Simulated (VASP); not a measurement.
Here is a VASP 6.6.1 calculation.

Contents of INCAR:

```
ALGO     = Normal         # electronic algorithm
EDIFF    = 1E-6           # SCF threshold, eV
ENCUT    = 520            # plane-wave cutoff, eV
GGA      = RP             # functional
ISIF     = 2              # what is computed and relaxed
ISMEAR   = 0              # smearing method
ISPIN    = 2              # spin polarisation
IVDW     = 13             # dispersion correction
LASPH    = T              # aspherical terms in the spheres
LCHARG   = T              # write CHGCAR
LELF     = T              # ELF
LORBIT   = 11             # projections on sites
LREAL    = F              # projectors in reciprocal space
LVHAR    = T            
LWAVE    = F              # write WAVECAR
MAGMOM   = 0.5 0          # initial moments
NBANDS   = 15             # bands
NELM     = 150            # most SCF steps
PREC     = Accurate       # precision mode
SIGMA    = 0.02           # smearing width, eV
```

The input KPOINTS:

```
k-points
0
Gamma
  5 5 5
```

File POSCAR:

```
MgS
1.0
    0.0000000000      2.8331200468      2.8331200468
    2.8331200468      0.0000000000      2.8331200468
    2.8331200468      2.8331200468      0.0000000000
S Mg
1 1
Direct
    0.2500000000      0.2500000000      0.2500000000
    0.0000000000      0.0000000000      0.0000000000
```

Potentials or basis: VASP PAW PBE potentials, release 64 (S, Mg).

Launch:

```console
$ cat potpaw_PBE.64/S/POTCAR potpaw_PBE.64/Mg/POTCAR > POTCAR
$ mpirun -np 1 vasp_std > vasp.out
```

Question: What does it give for the band gap on the k mesh?

Answer: 3.66 eV, direct.

Question: Predict the pressure.

Answer: -1.3 GPa.

Question: Predict the dispersion energy per atom.

Answer: -0.420 eV.

Caveat: the PAW data sets were made with another functional, which shifts forces and pressure a little.
